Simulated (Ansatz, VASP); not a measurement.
## Ca: VASP beside Ansatz

File INCAR:

```
  PREC = Accurate
  ENCUT = 520
  EDIFF = 1E-6
  ISMEAR = 0
  SIGMA = 0.15
  LREAL = F
  LASPH = T
  NELM = 80
  ALGO = Normal
  ISIF = 2
  LWAVE = F
  LCHARG = F
  GGA = PS
  NBANDS = 11
```

Contents of KPOINTS:

```
Automatic mesh
0
Gamma
  14 14 14
```

Contents of POSCAR:

```
Ca
1.0
    0.0000000000      2.7942000000      2.7942000000
    2.9618520000      0.0000000000      2.7942000000
    2.9618520000      2.7942000000      0.0000000000
Ca
1
Direct
    0.0000000000      0.0000000000      0.0000000000
```

Input for Ansatz:

```yaml
crystal:
  lattice:
    - [0.0, 2.7942, 2.7942]
    - [2.961852, 0.0, 2.7942]
    - [2.961852, 2.7942, 0.0]
  atoms:
    - { symbol: Ca, position: [0.0, 0.0, 0.0] }
basis:
  ecutwfc: 420
kpoints:
  mp_grid: { grid: [14, 14, 14] }
hamiltonian:
  xc: pbesol
scf:
  occupations: { method: gaussian, width: 0.15 }
output:
  forces: true
  stress: true
  eigenvalues: true
```

Change from the starting cell: strain +0.0600 x Voigt [1, 0, 0, 0, 0, 0], atoms carried along.

Alike in both runs: task single point; functional PBEsol; k mesh 14 × 14 × 14; occupations gaussian, width 0.15 eV; no spin polarisation.

|  | VASP | Ansatz |
| --- | --- | --- |
| version | VASP 6.6.1 | Ansatz 0.2.0 |
| potentials or method | VASP PAW PBE potentials, release 64 (Ca_sv), cutoff 520 eV | scalar-relativistic, plane waves, PAW |
| valence electrons in the cell | 10 | 10 |

|  | VASP | Ansatz | Ansatz less VASP |
| --- | --- | --- | --- |
| gap on the k mesh at the Fermi level (eV) | none | none | - |
| pressure (GPa) | -1.9 | -1.9 | +0.01 |
| traceless stress, the component that is largest in VASP (GPa) | -0.37 | -0.37 | 0.000 |

VASP's potentials were made for PBE, not for PBEsol. A gap of «none» marks a metal or a gap that the smearing closes.
